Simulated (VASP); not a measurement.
Set up this calculation in VASP 6.6.1, as the native input.

| Item | Value |
| --- | --- |
| Task | single point |
| Functional | PBE |
| Potentials or basis | VASP PAW PBE potentials, release 64 (Hf_pv) |
| Cutoff | 520 eV |
| k mesh | 20 × 20 × 20 |
| Occupations | gaussian, width 0.05 eV |
| Spin | no spin polarisation |
| Dipole correction | no |
| Further INCAR settings | ALGO = Fast; EDIFF = 1e-06; NBANDS = 11 |

The structure of Hf lies in POSCAR:

```
Hf
1.0
   -1.6184039472      1.6184039472      1.6184039472
    1.6184039472     -1.6184039472      1.6184039472
    1.6184039472      1.6184039472     -1.6184039472
Hf
1
Direct
    0.0000000000      0.0000000000      0.0000000000
```

This cell differs from its parent crystal: volume scaled by 0.760.

One way to write it, as run:

INCAR

```
ALGO = Fast ; EDIFF = 1E-6
ENCUT = 520 ; GGA = PE
ISIF = 2 ; ISMEAR = 0
LASPH = True ; LCHARG = True
LELF = True ; LREAL = False
LVHAR = True ; LWAVE = False
NBANDS = 11 ; NELM = 100
PREC = Accurate ; SIGMA = 0.05
```

KPOINTS

```
k-points
0
Gamma
  20 20 20
```

Potentials or basis: VASP PAW PBE potentials, release 64 (Hf_pv).

The run is started by

```sh
$ cat potpaw_PBE.64/Hf_pv/POTCAR > POTCAR
$ mpirun -np 1 vasp_std > vasp.out
```

It gave:

| Property | Result |
| --- | --- |
| Pressure | 42.5 GPa |
| Band gap on the k mesh | zero (band 5 reaches 8.30 eV, above the bottom of band 6 at 5.76 eV) |

Caveat: spin-orbit coupling is left out, which moves the levels of the heavy elements.

Wall time 14 s on 1 thread of Intel(R) Xeon(R) 6975P-C (Granite Rapids), on a shared host, peak memory 0.17 GiB.
